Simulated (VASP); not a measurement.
A run of VASP 6.6.1 is set up as follows.

The input POSCAR:

```
Sb
1.0
   -1.8713408863      1.8713408863      1.8713408863
    1.8713408863     -1.8713408863      1.8713408863
    1.8713408863      1.8713408863     -1.8713408863
Sb
1
Direct
    0.0000000000      0.0000000000      0.0000000000
```

The input INCAR.step1:

```
SYSTEM = Sb
  PREC = Accurate
  ENCUT = 400
  EDIFF = 1E-5
  ISMEAR = -1
  SIGMA = 0.05
  LREAL = .FALSE.
  LASPH = .TRUE.
  NELM = 120
  ALGO = Normal
  ISIF = 2
  LWAVE = .TRUE.
  NBANDS = 14
  GGA = PE
  GGA_COMPAT = .FALSE.
```

INCAR.step2

```
SYSTEM = Sb
  PREC = Accurate
  ENCUT = 400
  EDIFF = 1E-6
  ISMEAR = -1
  SIGMA = 0.05
  LREAL = .FALSE.
  LASPH = .TRUE.
  NELM = 120
  ALGO = Normal
  ISIF = 2
  LWAVE = .FALSE.
  LCHARG = .TRUE.
  GGA = PE
  LHFCALC = .TRUE.
  HFSCREEN = 0.2079
  PRECFOCK = Normal
  LELF = .TRUE.
  LVHAR = .TRUE.
  NBANDS = 14
  ISTART = 1
  GGA_COMPAT = .FALSE.
```

The input KPOINTS:

```
Automatic mesh
0
G
  8 8 8
  0 0 0
```

Potentials or basis: VASP PAW PBE potentials, release 64 (Sb_d_GW).

The run is started by

```bash
$ cat potpaw_PBE.64/Sb_d_GW/POTCAR > POTCAR
$ cp INCAR.step1 INCAR
$ mpirun -np 1 vasp_std > vasp.out
$ cp INCAR.step2 INCAR
$ mpirun -np 1 vasp_std > vasp.out
```

What does it give for the band gap on the k mesh?

Zero (an odd number of electrons rules out a gap without spin polarisation).

Predict the pressure.

-0.8 GPa.

Caveat: the PAW data sets were made with another functional, which shifts forces and pressure a little; spin-orbit coupling is left out, which moves the levels of the heavy elements; an odd number of electrons without spin polarisation forces a metal; a magnetic or distorted state may lie lower.
